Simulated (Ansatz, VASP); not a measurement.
**Sc3W in VASP and in Ansatz**

```
Sc W
1.0
     3.09548    0.00000    0.00000
    -1.54774    2.68077    0.00000
     0.00000    0.00000   10.22077
Sc W
3 1
Direct
  0.66667 0.33333 0.50000
  0.33333 0.66667 0.23018
  0.33333 0.66667 0.76982
  0.66667 0.33333 0.00000
```

Change from the starting cell: species swapped into the Zn3Ag type (P-6m2, No. 187).

Alike in both runs: functional PBE; k mesh 18 × 18 × 6; occupations gaussian, width 0.1 eV; collinear spin.

Ansatz relaxed the structure, and its values are those at the end. VASP's run is a single point on that final structure, the one shown.

```csv
,VASP,Ansatz
version,VASP 6.6.1,Ansatz 0.2.0
potentials or method,"VASP PAW PBE potentials, release 64 (Sc_sv, W_sv), cutoff 520 eV","scalar-relativistic, plane waves, PAW"
valence electrons in the cell,47,47
```

Ansatz gave:

| Quantity | Value |
| --- | --- |
| gap on the k mesh at the Fermi level (eV) | none |
| pressure (GPa) | 0.0 |
| rms of the force components (eV/Å) | 0.001 |
| net moment per atom (μB) | 0.16 |
| size of the moment on the site where the two differ most (μB) | 0.35 |

What did VASP give for the same quantities?

gap on the k mesh at the Fermi level (eV): none; pressure (GPa): 0.1; rms of the force components (eV/Å): 0.003; net moment per atom (μB): 0.16; size of the moment on the site where the two differ most (μB): 0.33.

Site moments also hang on the region over which each program counts them. A gap of «none» marks a metal or a gap that the smearing closes. The functional is the same, so the differences come from potentials, cutoffs and numerics.

Neither program's run includes spin-orbit coupling.
